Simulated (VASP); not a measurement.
Ba:

```xyz
1
Lattice="-2.0720 2.0720 1.9373 2.0720 -2.0720 1.9373 2.0720 2.0720 -1.9373" Properties=species:S:1:pos:R:3 pbc="T T T"
Ba    0.0000    0.0000    0.0000
```

| Item | Value |
| --- | --- |
| Program | VASP 6.6.1 |
| Task | relaxation of cell and atoms |
| Functional | PBE |
| Potentials or basis | VASP PAW PBE potentials, release 64 (Ba_sv) |
| Cutoff | 600 eV |
| k mesh | 8 × 8 × 8 |
| Occupations | gaussian, width 0.1 eV |
| Spin | no spin polarisation |

At the start: pressure 14.3 GPa; volume 33.27 Å³/atom.

**Question.** How do energy, volume and symmetry change on relaxing?

**Answer.** Over 7 steps the energy falls by 897.6 meV/atom and the volume is 63.43 Å³/atom (+90.7 %); space group I4/mmm (No. 139, to 0.1 Å) before and after.

Step by step:
```
step  energy change (eV)  largest force (eV/Å)  pressure (GPa)  volume (Å³)
   1              0.0000                0.0000           14.31        33.27
   2             -0.7826                0.0000            3.12        49.73
   3             -0.8882                0.0000            0.64        59.37
   4             -0.8955                0.0000            0.08        62.72
   5             -0.8956                0.0000           -0.03        63.44
   6             -0.8963                0.0000           -0.03        63.44
   7             -0.8976                0.0000           -0.04        63.43
```

Final structure:
```
Ba
1.0
    -2.53676    2.53676    2.46424
     2.53676   -2.53676    2.46424
     2.53676    2.53676   -2.46424
Ba
1
Direct
  0.00000 0.00000 0.00000
```

Caveat: the volume moved by over 15 % at a fixed basis, so the end points are rough.
